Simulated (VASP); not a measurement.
A run of VASP 6.6.1:

Contents of INCAR:

```
SYSTEM = Ga4Sb3As
PREC     = Accurate       ! precision mode
ENCUT    = 520            ! plane-wave cutoff, eV
EDIFF    = 1E-7           ! SCF threshold, eV
ISMEAR   = -1             ! smearing method
SIGMA    = 0.02           ! smearing width, eV
LREAL    = .False.        ! projectors in reciprocal space
LASPH    = .True.         ! aspherical terms in the spheres
NELM     = 80             ! most SCF steps
ALGO     = Normal         ! electronic algorithm
ISIF     = 2              ! what is computed and relaxed
LWAVE    = .False.        ! write WAVECAR
LCHARG   = .False.        ! write CHGCAR
GGA      = PE             ! functional
NBANDS   = 46             ! bands
```

KPOINTS

```
Automatic mesh
0
Gamma
  4 4 4
  0 0 0
```

The input POSCAR:

```
Ga4Sb3As
1.0
    6.0191720579      0.0000000000      0.0000000000
    0.0000000000      6.0191720579      0.0000000000
    0.0000000000      0.0000000000      6.0191720579
As Ga Sb
1 4 3
Direct
    0.0000000000      0.0000000000      0.0000000000
    0.7587795027      0.7587795027      0.7587795027
    0.2412204973      0.2412204973      0.7587795027
    0.2412204973      0.7587795027      0.2412204973
    0.7587795027      0.2412204973      0.2412204973
    0.5000000000      0.5000000000      0.0000000000
    0.5000000000      0.0000000000      0.5000000000
    0.0000000000      0.5000000000      0.5000000000
```

Potentials or basis: VASP PAW PBE potentials, release 64 (As, Ga_d, Sb).

Command:

```console
$ cat potpaw_PBE.64/As/POTCAR potpaw_PBE.64/Ga_d/POTCAR potpaw_PBE.64/Sb/POTCAR > POTCAR
$ mpirun -np 1 vasp_std > vasp.out
```

Hardware: 1 thread of AMD EPYC 9R45 96-Core Processor (Zen 5) (shared host).

Problem. How long does it take, and how much memory?

Solution. It took 95 s on 1 thread of AMD EPYC 9R45 96-Core Processor (Zen 5) (shared host), peak memory 0.33 GiB. Counts: scf iterations 16, k points 10.
